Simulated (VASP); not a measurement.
# NiO (Fm-3m) in VASP: notebook

Runs on NiO. Level: BLYP+D3(BJ). Tasks: single point.

Everything below comes from runs of VASP 6.6.1. Logs are shortened: lines on timing, memory, paths and dates and some standing lists are left out, and cuts for length are marked.

**Measured values to compare with.**

From “Local correlations, non-local screening, multiplets, and band formation in NiO”, 2012, arxiv:1210.6675, for a bulk crystal of NiO: band gap 4.3 eV.

How close the calculation comes is told below.

### Step 1. The cell of the first run

Symmetry: Fm-3m, No. 225, cubic system. The conventional cell has a = 4.172 Å, b = 4.172 Å, c = 4.172 Å, α = 90.00°, β = 90.00°, γ = 90.00°. Within 2.8 Å of Ni (site symmetry m-3m) lie 6 O at 2.09 Å. O (site symmetry m-3m) has 6 Ni at 2.09 Å within 2.8 Å.

### Step 2. Single point, BLYP+D3(BJ), collinear spin, ferromagnetic start

File INCAR:

```
AGGAC = 1.0 ; AGGAX = 1.0
ALDAC = 0.0 ; ALDAX = 1.0
ALGO = Normal ; EDIFF = 1E-6
ENCUT = 520 ; GGA = B5
ISIF = 2 ; ISMEAR = 0
ISPIN = 2 ; IVDW = 12
LASPH = T ; LCHARG = T
LELF = T ; LMAXMIX = 4
LORBIT = 11 ; LREAL = F
LVHAR = T ; LWAVE = F
MAGMOM = 0.04 0 ; NBANDS = 19
NELM = 150 ; PREC = Accurate
SIGMA = 0.02 ; VDW_A1 = 0.4298
VDW_A2 = 4.2359 ; VDW_S6 = 1.0
VDW_S8 = 2.6996
```

File KPOINTS:

```
k-points
0
Gamma
  11 11 11
```

File POSCAR:

```
NiO
1.0
    0.0000000000      2.0859016414      2.0859016414
    2.0859016414      0.0000000000      2.0859016414
    2.0859016414      2.0859016414      0.0000000000
Ni O
1 1
Direct
    0.0000000000      0.0000000000      0.0000000000
    0.5000000000      0.5000000000      0.5000000000
```

Potentials or basis: VASP PAW PBE potentials, release 64 (Ni, O).

On the command line:

```console
cat potpaw_PBE.64/Ni/POTCAR potpaw_PBE.64/O/POTCAR > POTCAR
mpirun -np 1 vasp_std > vasp.out
```

OUTCAR:

```text
EDIFF = 1E-6
   ENCUT = 520
   GGA = B5
   ISIF = 2
   ISMEAR = 0
   ISPIN = 2
   IVDW = 12
   LASPH = T
   LORBIT = 11
   LREAL = F
   NELM = 150
   PREC = Accurate
 IVDW          = 12

 ion  position               nearest neighbor table
   1  0.000  0.000  0.000-   2 2.09   2 2.09   2 2.09   2 2.09   2 2.09   2 2.09
   2  0.500  0.500  0.500-   1 2.09   1 2.09   1 2.09   1 2.09   1 2.09   1 2.09

  LATTYP: Found a face centered cubic cell.
 ALAT       =     4.1718032828

  Lattice vectors:

 A1 = (   0.0000000000,   2.0859016414,   2.0859016414)
 A2 = (   2.0859016414,   0.0000000000,   2.0859016414)
 A3 = (   2.0859016414,   2.0859016414,   0.0000000000)

Analysis of symmetry for initial positions (statically):
=====================================================================
 Subroutine PRICEL returns:
 Original cell was already a primitive cell.

 Routine SETGRP: Setting up the symmetry group for a
 face centered cubic supercell.

 Subroutine GETGRP returns: Found 48 space group operations
 (whereof 48 operations were pure point group operations)
 out of a pool of 48 trial point group operations.

The static configuration has the point symmetry O_h .

Analysis of symmetry for dynamics (positions and initial velocities):
=====================================================================
 Subroutine PRICEL returns:
 Original cell was already a primitive cell.

 Routine SETGRP: Setting up the symmetry group for a
 face centered cubic supercell.

 Subroutine GETGRP returns: Found 48 space group operations
 (whereof 48 operations were pure point group operations)
 out of a pool of 48 trial point group operations.

The dynamic configuration has the point symmetry O_h .

Analysis of structural, dynamic, and magnetic symmetry:
=====================================================================
 Subroutine PRICEL returns:
 Original cell was already a primitive cell.

 Routine SETGRP: Setting up the symmetry group for a
 face centered cubic supercell.

 Subroutine GETGRP returns: Found 48 space group operations
 (whereof 48 operations were pure point group operations)
 out of a pool of 48 trial point group operations.

The overall configuration has the point symmetry O_h .

 Subroutine INISYM returns: Found 48 space group operations
 (whereof 48 operations are pure point group operations),
 and found     1 'primitive' translations

----------------------------------------------------------------------------------------

                                     Primitive cell

  volume of cell :      18.1515

  direct lattice vectors                    reciprocal lattice vectors
     0.000000000  2.085901641  2.085901641    -0.239704495  0.239704495  0.239704495
     2.085901641  0.000000000  2.085901641     0.239704495 -0.239704495  0.239704495
     2.085901641  2.085901641  0.000000000     0.239704495  0.239704495 -0.239704495

  length of vectors
     2.949910391  2.949910391  2.949910391     0.415180364  0.415180364  0.415180364

  position of ions in fractional coordinates (direct lattice)
     0.000000000  0.000000000  0.000000000
     0.500000000  0.500000000  0.500000000

  ion indices of the primitive-cell ions
   primitive index   ion index
                 1           1
                 2           2

----------------------------------------------------------------------------------------

 KPOINTS: k-points

Automatic generation of k-mesh.
 Grid dimensions read from file:
 generate k-points for:   11   11   11

 Generating k-lattice:

  Cartesian coordinates                     Fractional coordinates (reciprocal lattice)
    -0.021791318  0.021791318  0.021791318     0.090909091  0.000000000  0.000000000
     0.021791318 -0.021791318  0.021791318     0.000000000  0.090909091  0.000000000
     0.021791318  0.021791318 -0.021791318     0.000000000  0.000000000  0.090909091

  Length of vectors
     0.037743669  0.037743669  0.037743669

  Shift w.r.t. Gamma in fractional coordinates (k-lattice)
     0.000000000  0.000000000  0.000000000

 Subroutine IBZKPT returns following result:
 ===========================================

 Found     56 irreducible k-points:

 Following reciprocal coordinates:
            Coordinates               Weight
  0.000000  0.000000  0.000000      1.000000
  0.090909  0.000000  0.000000      8.000000
  0.181818  0.000000  0.000000      8.000000
  0.272727  0.000000  0.000000      8.000000
  0.363636  0.000000  0.000000      8.000000
  0.454545  0.000000  0.000000      8.000000
[... 16 lines left out ...]
 -0.272727  0.181818  0.000000     24.000000
 -0.181818  0.181818  0.000000     12.000000
 [... further k-points ...]
   k-points           NKPTS =     56   k-points in BZ     NKDIM =     56   number of bands    NBANDS=     19
   number of dos      NEDOS =    301   number of ions     NIONS =      2
   total plane-waves  NPLWV =  13824
   dimension x,y,z NGX =    24 NGY =   24 NGZ =   24
   dimension x,y,z NGXF=    48 NGYF=   48 NGZF=   48
   ions per type =               1   1
   NGX,Y,Z   is equivalent  to a cutoff of  13.53, 13.53, 13.53 a.u.
   NGXF,Y,Z  is equivalent  to a cutoff of  27.05, 27.05, 27.05 a.u.
 SYSTEM =  unknown system
   PREC   = accura    normal or accurate (medium, high low for compatibility)
   ISTART =      0    job   : 0-new  1-cont  2-samecut
   ICHARG =      2    charge: 1-file 2-atom 10-const
   ISPIN  =      2    spin polarized calculation?
   LNONCOLLINEAR =      F non collinear calculations
   LSORBIT =      F    spin-orbit coupling
   LASPH  =      T    aspherical Exc in radial PAW
   ENCUT  =  520.0 eV  38.22 Ry    6.18 a.u.   5.48  5.48  5.48*2*pi/ulx,y,z
   NELM   =    150;   NELMIN=  2; NELMDL= -5     # of ELM steps
   EDIFF  = 0.1E-05   stopping-criterion for ELM
   LREAL  =      F    real-space projection
   EDIFFG = 0.1E-04   stopping-criterion for IOM
   NSW    =      0    number of steps for IOM
   IBRION =     -1    ionic relax: 0-MD 1-quasi-New 2-CG
   NFREE  =      0    steps in history (QN), initial steepest desc. (CG)
   ISIF   =      2    stress and relaxation
   ISYM   =      2    0-nonsym 1-usesym 2-fastsym
   POTIM  = 0.5000    time-step for ionic-motion
   TEBEG  =    0.0;   TEEND  =   0.0 temperature during run
   PSTRESS=    0.0 pullay stress
   NELECT =      16.0000    total number of electrons
   NUPDOWN=      -1.0000    fix difference up-down
   EMIN   =  10.00;   EMAX   =-10.00  energy-range for DOS
   EFERMI =   0.00;   METHOD = LEGACY
   ISMEAR =     0;   SIGMA  =   0.02  broadening in eV -4-tet -1-fermi 0-gaus
   EFERMI_NEDOS =   21; number of points for ismear=-14 and -15
   IALGO  =     38    algorithm
   IMIX   =      4    mixing-type and parameters
     AMIX     =   0.40;   BMIX     =  1.00
     AMIX_MAG =   1.60;   BMIX_MAG =  1.00
  volume/ion in A,a.u.               =       9.08        61.25
  Fermi-wavevector in a.u.,A,eV,Ry     =   1.569680  2.966264 33.523312  2.463894
  Thomas-Fermi vector in A             =   2.671526
   LORBIT       =     11    0 simple, 1 ext, 2 COOP (PROOUT), +10 PAW based schemes
   GGA     = B5    functional components
   LHFCALC =     F    Hartree Fock is set to
   AEXX    =    0.0000 exact exchange contribution
   IVDW    =    12    specifies the selected vdW correction
   LEPSILON=     F    determine dielectric tensor
   LRPA    =     F    only Hartree local field effects (RPA)
 spin polarized calculation
 Gauss-broadening in eV      SIGMA  =   0.02
  energy-cutoff  :      520.00
  volume of cell :       18.15
 maximum number of plane-waves:       531
 NGX is ok and might be reduce to    24
   NGX = 11   NGY = 11   NGZ = 11

 number of electron      16.0000001 magnetization       0.4219399

 Free energy of the ion-electron system (eV)
  ---------------------------------------------------
  ext. energy  EPLUGINS =         0.00000000
  ---------------------------------------------------
  free energy    TOTEN  =       -10.50627857 eV

  energy without entropy =      -10.50604286  energy(sigma->0) =      -10.50616072

 E-fermi :   8.2632     XC(G=0): -12.1184

 val. band max:        8.2555011633   @ k =  -0.3636   0.2727   0.0000
 cond. band min:       8.2723193905   @ k =  -0.4545   0.2727   0.0000
 fundamental gap:      0.0168182273
 Fermi energy:         8.2632121559

 spin component 1

 k-point     1 :       0.0000    0.0000    0.0000
  band No.  band energies     occupation
      1     -12.0979      1.00000
      2       5.1358      1.00000
      3       5.1358      1.00000
      4       5.1358      1.00000
      5       6.2323      1.00000
      6       6.2323      1.00000
[... 11 lines left out ...]
     18      34.7600      0.00000
     19      34.7600      0.00000
[... 485 lines left out ...]
 k-point    24 :      -0.1818    0.1818    0.0000
  band No.  band energies     occupation
      1     -11.2937      1.00000
      2       1.8072      1.00000
      3       3.1958      1.00000
      4       3.5465      1.00000
      5       6.5786      1.00000
      6       6.8494      1.00000
[... 11 lines left out ...]
     18      39.6406      0.00000
     19      40.8802      0.00000

 [... further k-points ...]

 spin component 2

 k-point     1 :       0.0000    0.0000    0.0000
  band No.  band energies     occupation
      1     -12.0272      1.00000
      2       5.2151      1.00000
      3       5.2151      1.00000
      4       5.2151      1.00000
      5       6.4316      1.00000
      6       6.4317      1.00000
[... 11 lines left out ...]
     18      34.9082      0.00000
     19      34.9083      0.00000
[... 485 lines left out ...]
 k-point    24 :      -0.1818    0.1818    0.0000
  band No.  band energies     occupation
      1     -11.2193      1.00000
      2       1.9122      1.00000
      3       3.4328      1.00000
      4       3.6379      1.00000
      5       6.7850      1.00000
      6       7.2297      1.00000
[... 11 lines left out ...]
     18      39.7346      0.00000
     19      40.8090      0.00000

 [... further k-points ...]

------------------------ aborting loop because EDIFF is reached ----------------------------------------

 Edisp (eV)   -1.14306

 E8    (eV) :    -0.7864

  FORCE on cell =-STRESS in cart. coord.  units (eV):
  Direction    XX          YY          ZZ          XY          YZ          ZX
  --------------------------------------------------------------------------------------
  -------------------------------------------------------------------------------------
  Total       0.02968     0.02968     0.02968     0.00000     0.00000     0.00000
  in kB       2.61943     2.61943     2.61943     0.00000     0.00000     0.00000
  external pressure =        2.62 kB  Pullay stress =        0.00 kB

 VOLUME and BASIS-vectors are now :
 -----------------------------------------------------------------------------
  energy-cutoff  :      520.00
  volume of cell :       18.15
      direct lattice vectors                 reciprocal lattice vectors
     0.000000000  2.085901641  2.085901641    -0.239704495  0.239704495  0.239704495
     2.085901641  0.000000000  2.085901641     0.239704495 -0.239704495  0.239704495
     2.085901641  2.085901641  0.000000000     0.239704495  0.239704495 -0.239704495

 POSITION                                       TOTAL-FORCE (eV/Angst)
 -----------------------------------------------------------------------------------
      0.00000      0.00000      0.00000        -0.000000      0.000000      0.000000
      2.08590      2.08590      2.08590         0.000000     -0.000000     -0.000000
 -----------------------------------------------------------------------------------
    total drift:                                0.000000     -0.000000     -0.000000

  FREE ENERGIE OF THE ION-ELECTRON SYSTEM (eV)
  ---------------------------------------------------
  free  energy   TOTEN  =       -11.6493432221 eV

  energy  without entropy=      -11.6491075167  energy(sigma->0) =      -11.64922537

 total charge

# of ion       s       p       d       tot
------------------------------------------
    1        0.324   0.385   8.367   9.076
    2        1.566   3.392   0.000   4.958
--------------------------------------------------
tot          1.889   3.777   8.367  14.034

 magnetization (x)

# of ion       s       p       d       tot
------------------------------------------
    1        0.005   0.005   0.361   0.371
    2        0.008   0.033   0.000   0.041
--------------------------------------------------
tot          0.014   0.037   0.361   0.412
```

Run time: 46 s. Hardware: 1 thread of Intel Xeon Platinum 8259CL at 2.50GHz (Skylake/Cascade Lake), shared host; peak memory 0.18 GiB.

What came out:

* Free energy: -11.6493 eV
* Pressure: 0.3 GPa
* Net moment: 0.42 μB per cell
* Site moments: Ni +0.37; O +0.04 μB
* Valence electrons inside the program's atomic spheres: Ni 9.08; O 4.96
* Dispersion energy per atom: -0.572 eV

Levels at points of the mesh, in eV from the Fermi level:
Spin up:
| k point | band 4 | band 5 | band 6 | band 7 | band 8 | band 9 | band 10 | band 11 | band 12 | band 13 |
| --- | --- | --- | --- | --- | --- | --- | --- | --- | --- | --- |
| (0.00, 0.00, 0.00) | -3.13 | -2.03 | -2.03 | -2.03 | -1.84 | -1.84 | 1.90 | 18.60 | 19.41 | 19.41 |
Spin down:
| k point | band 4 | band 5 | band 6 | band 7 | band 8 | band 9 | band 10 | band 11 | band 12 | band 13 |
| --- | --- | --- | --- | --- | --- | --- | --- | --- | --- | --- |
| (0.00, 0.00, 0.00) | -3.05 | -1.83 | -1.83 | -1.83 | -1.22 | -1.22 | 1.98 | 18.59 | 19.47 | 19.47 |

Caveat: the PAW data sets were made with another functional, which shifts forces and pressure a little; a cell with one magnetic atom can't hold antiferromagnetic order, which such compounds often take; semilocal functionals often make such compounds metallic where correlation or magnetic order opens a gap, which also shifts bond lengths; pairwise dispersion overbinds metals, which lowers pressure and volume.

### Step 3. Single point, BLYP+D3(BJ), collinear spin, ferromagnetic start

This run uses another cell than the first one, of 9.26 Å³/atom, 1.020 times its volume.

Edit INCAR of step 2 so:

```diff
@@ -6,6 +6,5 @@
 ISPIN = 2 ; IVDW = 12
-LASPH = T ; LCHARG = T
-LELF = T ; LMAXMIX = 4
-LORBIT = 11 ; LREAL = F
-LVHAR = T ; LWAVE = F
+LASPH = T ; LCHARG = F
+LMAXMIX = 4 ; LORBIT = 11
+LREAL = F ; LWAVE = F
 MAGMOM = 0.04 0 ; NBANDS = 19
```

KPOINTS is that of step 2.

File POSCAR:

```
NiO
1.0
    0.0000000000      2.0997159621      2.0997159621
    2.0997159621      0.0000000000      2.0997159621
    2.0997159621      2.0997159621      0.0000000000
Ni O
1 1
Direct
    0.0000000000      0.0000000000      0.0000000000
    0.5000000000      0.5000000000      0.5000000000
```

Potentials or basis: VASP PAW PBE potentials, release 64 (Ni, O).

On the command line:

```console
cat potpaw_PBE.64/Ni/POTCAR potpaw_PBE.64/O/POTCAR > POTCAR
mpirun -np 1 vasp_std > vasp.out
```

It took 50 s on 1 thread of Intel Xeon Platinum 8259CL at 2.50GHz (Skylake/Cascade Lake), shared host; peak memory 0.18 GiB.

Results (log left out):

- Free energy: -11.6447 eV
- Pressure: -4.7 GPa
- Net moment: 0.44 μB per cell
- Site moments: Ni +0.39; O +0.04 μB
- Valence electrons inside the program's atomic spheres: Ni 9.04; O 4.95
- Dispersion energy per atom: -0.563 eV

Levels at points of the mesh, in eV from the Fermi level:
Spin up:
| k point | band 4 | band 5 | band 6 | band 7 | band 8 | band 9 | band 10 | band 11 | band 12 | band 13 |
| --- | --- | --- | --- | --- | --- | --- | --- | --- | --- | --- |
| (0.00, 0.00, 0.00) | -3.05 | -1.98 | -1.98 | -1.98 | -1.82 | -1.82 | 1.79 | 18.54 | 19.26 | 19.26 |
Spin down:
| k point | band 6 | band 7 | band 8 | band 9 | band 10 | band 11 |
| --- | --- | --- | --- | --- | --- | --- |
| (0.00, 0.00, 0.00) | -1.77 | -1.77 | -1.16 | -1.16 | 1.87 | 18.53 |

Caveat: the PAW data sets were made with another functional, which shifts forces and pressure a little; a cell with one magnetic atom can't hold antiferromagnetic order, which such compounds often take; semilocal functionals often make such compounds metallic where correlation or magnetic order opens a gap, which also shifts bond lengths; pairwise dispersion overbinds metals, which lowers pressure and volume.

### Step 4. Single point, BLYP+D3(BJ), collinear spin, ferromagnetic start

This run uses another cell than the first one, of 9.44 Å³/atom, 1.040 times its volume.

File INCAR:

```
  PREC = Accurate
  ENCUT = 520
  EDIFF = 1E-7
  ISMEAR = 0
  SIGMA = 0.02
  LREAL = False
  LASPH = True
  NELM = 150
  ALGO = Normal
  ISIF = 2
  LWAVE = False
  LCHARG = False
  ISPIN = 2
  MAGMOM = 0.04 0
  LORBIT = 11
  LMAXMIX = 4
  GGA = B5
  ALDAX = 1.0
  AGGAX = 1.0
  AGGAC = 1.0
  ALDAC = 0.0
  IVDW = 12
  VDW_S6 = 1.0
  VDW_S8 = 2.6996
  VDW_A1 = 0.4298
  VDW_A2 = 4.2359
  NBANDS = 19
```

File KPOINTS:

```
regular mesh
0
Gamma
  11 11 11
```

File POSCAR:

```
NiO
1.0
    0.0000000000      2.1133508634      2.1133508634
    2.1133508634      0.0000000000      2.1133508634
    2.1133508634      2.1133508634      0.0000000000
Ni O
1 1
Direct
    0.0000000000      0.0000000000      0.0000000000
    0.5000000000      0.5000000000      0.5000000000
```

On the command line:

```console
cat potpaw_PBE.64/Ni/POTCAR potpaw_PBE.64/O/POTCAR > POTCAR
mpirun -np 1 vasp_std > vasp.out
```

Wall time 54 s (1 thread of Intel Xeon Platinum 8259CL at 2.50GHz (Skylake/Cascade Lake), shared host); peak memory 0.18 GiB.

It converged, with:

- Free energy: -11.6296 eV
- Pressure: -8.9 GPa
- Net moment: 0.45 μB per cell
- Site moments: Ni +0.40; O +0.04 μB
- Valence electrons inside the program's atomic spheres: Ni 9.01; O 4.94
- Dispersion energy per atom: -0.554 eV

Levels at points of the mesh, in eV from the Fermi level:
Spin up:
```
           k point  band 4  band 5  band 6  band 7  band 8  band 9  band 10  band 11  band 12  band 13
(0.00, 0.00, 0.00)   -2.97   -1.93   -1.93   -1.93   -1.78   -1.78     1.69    18.47    19.12    19.12
```
Spin down:
```
           k point  band 4  band 5  band 6  band 7  band 8  band 9  band 10  band 11  band 12  band 13
(0.00, 0.00, 0.00)   -2.89   -1.72   -1.72   -1.72   -1.12   -1.12     1.77    18.47    19.17    19.17
```

Caveat: the PAW data sets were made with another functional, which shifts forces and pressure a little; a cell with one magnetic atom can't hold antiferromagnetic order, which such compounds often take; semilocal functionals often make such compounds metallic where correlation or magnetic order opens a gap, which also shifts bond lengths; pairwise dispersion overbinds metals, which lowers pressure and volume. With open d or f shells a metallic result of BLYP can be an artefact of self-interaction; +U or a hybrid may open a gap.

### Step 5. Summary

| cell | gap on the mesh (eV) | pressure (GPa) | moment (μB) |
| --- | --- | --- | --- |
| a = 2.950 Å, angles 60.0°, 2 atoms | none | 0.3 | 0.42 |
| a = 2.969 Å, angles 60.0°, 2 atoms | none | -4.7 | 0.44 |
| a = 2.989 Å, angles 60.0°, 2 atoms | none | -8.9 | 0.45 |

Alike in all rows: task single point; level BLYP+D3(BJ); potentials or basis VASP PAW PBE potentials, release 64 (Ni, O); spin collinear, ferromagnetic start; k mesh 11 × 11 × 11; cutoff (eV) 520; smearing gaussian 0.02 eV.

Caveats: the PAW data sets were made with another functional, which shifts forces and pressure a little; a cell with one magnetic atom can't hold antiferromagnetic order, which such compounds often take; semilocal functionals often make such compounds metallic where correlation or magnetic order opens a gap, which also shifts bond lengths; pairwise dispersion overbinds metals, which lowers pressure and volume.

Absolute energies hang on the potentials; compare differences alone.

### Step 6. Against experiment

Step 2. Measured gap of NiO: 4.3 eV (quoted in “Local correlations, non-local screening, multiplets, and band formation in NiO”, 2012, arxiv:1210.6675). This calculation gives 0.00 eV (-4.30 eV). So large a miss can be the level of theory's own, or it may mean another phase, state or a wrong row. The value is that of BLYP+D3(BJ) on a finite k mesh, which can miss the band edges, without temperature or zero-point motion. Semilocal functionals fall short of measured gaps as a rule. The run's magnetic order (collinear spin, ferromagnetic start) needn't be the measured crystal's.
